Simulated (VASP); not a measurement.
Write the native input for VASP 6.6.1 that does the following.

| Property | Result |
| --- | --- |
| Task | single point |
| Functional | PBEsol |
| Potentials or basis | VASP PAW PBE potentials, release 64 (Mg, O) |
| Cutoff | 520 eV |
| k mesh | 10 × 10 × 10 |
| Occupations | gaussian, width 0.02 eV |
| Spin | no spin polarisation |
| Dipole correction | no |
| Further INCAR settings | ALGO = Normal; EDIFF = 1e-06; NBANDS = 11 |

The structure of MgO lies in POSCAR:

```
MgO
1.0
    0.0000000000      2.1070232062      2.1070232062
    2.1070232062      0.0000000000      2.1070232062
    2.1070232062      2.1070232062      0.0000000000
Mg O
1 1
Direct
    0.0000000000      0.0000000000      0.0000000000
    0.5000000000      0.5000000000      0.5000000000
```

One way to write it, as run:

INCAR

```
ALGO = Normal ; EDIFF = 1E-6
ENCUT = 520 ; GGA = PS
ISIF = 2 ; ISMEAR = 0
LASPH = True ; LCHARG = True
LELF = True ; LREAL = False
LVHAR = True ; LWAVE = False
NBANDS = 11 ; NELM = 60
PREC = Accurate ; SIGMA = 0.02
```

KPOINTS

```
k-points
0
Gamma
  10 10 10
```

Potentials or basis: VASP PAW PBE potentials, release 64 (Mg, O).

The run is started by

```console
$ cat potpaw_PBE.64/Mg/POTCAR potpaw_PBE.64/O/POTCAR > POTCAR
$ mpirun -np 1 vasp_std > vasp.out
```

It gave:

* Pressure: -0.5 GPa
* Band gap on the k mesh: 4.62 eV, direct

Caveat: the PAW data sets were made with another functional, which shifts forces and pressure a little.

It took 6.3 s on 1 thread of Intel(R) Xeon(R) 6975P-C (Granite Rapids), with other jobs on the host, peak memory 0.14 GiB.
